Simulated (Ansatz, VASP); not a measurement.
MgI2: VASP beside Ansatz

File POSCAR:

```
MgI2
1.0
    0.0000000000      3.8492380311      3.7564916799
    3.8492380311      0.0000000000      3.7564916799
    3.8492380311      3.8492380311      0.0000000000
Mg I
1 2
Direct
    0.0000000000      0.0000000000      0.0000000000
    0.2500000000      0.2500000000      0.2500000000
    0.7500000000      0.7500000000      0.7500000000
```

File INCAR.step1:

```
SYSTEM = MgI2
  PREC = Accurate
  ENCUT = 520
  EDIFF = 1E-5
  ISMEAR = 0
  SIGMA = 0.01
  LREAL = .FALSE.
  LASPH = .TRUE.
  NELM = 80
  ALGO = Normal
  ISIF = 2
  LWAVE = .TRUE.
  LCHARG = .FALSE.
  GGA = PE
  NBANDS = 15
```

File INCAR.step2:

```
SYSTEM = MgI2
  PREC = Accurate
  ENCUT = 520
  EDIFF = 1E-7
  ISMEAR = 0
  SIGMA = 0.01
  LREAL = .FALSE.
  LASPH = .TRUE.
  NELM = 80
  ALGO = Normal
  ISIF = 2
  LWAVE = .FALSE.
  LCHARG = .FALSE.
  GGA = PE
  LHFCALC = .TRUE.
  HFSCREEN = 0.2079
  PRECFOCK = Normal
  ISTART = 1
  NBANDS = 15
```

The input KPOINTS:

```
Automatic mesh
0
G
  4 4 4
  0 0 0
```

Input for Ansatz:

```yaml
crystal:
  lattice:
    - [0.0, 3.8492380311, 3.7564916799]
    - [3.8492380311, 0.0, 3.7564916799]
    - [3.8492380311, 3.8492380311, 0.0]
  atoms:
    - { symbol: Mg, position: [0.0, 0.0, 0.0] }
    - { symbol: I, position: [0.25, 0.25, 0.25] }
    - { symbol: I, position: [0.75, 0.75, 0.75] }
kpoints:
  mp_grid: { grid: [4, 4, 4] }
  band_path:
    path:
      - [0.0, 0.0, 0.0]
      - [0.5, 0.0, 0.5]
      - [0.625, 0.25, 0.625]
      - [0.375, 0.375, 0.75]
      - [0.5, 0.5, 0.5]
      - [0.5, 0.25, 0.75]
    npoints: 1
hamiltonian:
  xc: hse06
scf:
  occupations: { method: fixed }
  n_extra_bands: 4
output:
  forces: true
  stress: true
  eigenvalues: true
```

Change from the starting cell: epitaxial_xy strain +2.5%.

Alike in both runs: task single point; functional HSE06; k mesh 4 × 4 × 4; no spin polarisation.

```csv
,VASP,Ansatz
version,VASP 6.6.1,Ansatz 0.2.0
potentials or method,"VASP PAW PBE potentials, release 64 (Mg, I)","plane waves, PAW"
plane-wave cutoff (eV),520,420
occupations,"gaussian, width 0.01 eV",fixed
valence electrons in the cell,16,44
```

Ansatz gave:

* gap on the k mesh at the Fermi level (eV): 1.18
* pressure (GPa): -1.7
* traceless stress, the component that is largest in VASP (GPa): 1.30

**Question.** Estimate VASP's values.

**Answer.** gap on the k mesh at the Fermi level (eV): 1.12; pressure (GPa): -1.8; traceless stress, the component that is largest in VASP (GPa): 1.30.

VASP's potentials hold 16 valence electrons a cell and Ansatz's 44, so a difference there can come from the potentials and not from the codes. Ansatz's warnings: stress exchange threshold loose, stress scf threshold loose.

Neither program's run includes spin-orbit coupling.
